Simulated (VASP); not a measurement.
The system is Al2Cu.

```xyz
6
Lattice="-3.0335 3.0335 2.4385 3.0335 -3.0335 2.4385 3.0335 3.0335 -2.4385" Properties=species:S:1:pos:R:3 pbc="T T T"
Cu    0.0000    0.0000    1.2192
Cu    0.0000    0.0000    3.6578
Al    0.9592    2.0743    0.0000
Al   -0.9592    2.0743    2.4385
Al    2.0743    0.9592    2.4385
Al    3.9927    0.9592    0.0000
```

Base run:

| Quantity | Value |
| --- | --- |
| Program | VASP 6.6.1 |
| Functional | BLYP |
| Potentials or basis | VASP PAW PBE potentials, release 64 (Cu, Al) |
| Cutoff | 520 eV |
| k mesh | 7 × 7 × 7 |
| Occupations | fermi-dirac, width 0.05 eV |
| Spin | no spin polarisation |

Its results: band gap on the k mesh zero (bands 17 and 18 overlap by 3.74 eV); pressure 4.5 GPa; largest force 0.086 eV/Å.

The run is repeated on the same cell with these changes: functional from BLYP to RPBE. What comes out?

Band gap on the k mesh zero (bands 17 and 18 overlap by 3.67 eV); pressure 2.1 GPa; largest force 0.030 eV/Å.

Caveats: the PAW data sets were made with another functional, which shifts forces and pressure a little; the cell stands under pressure (at least some runs).
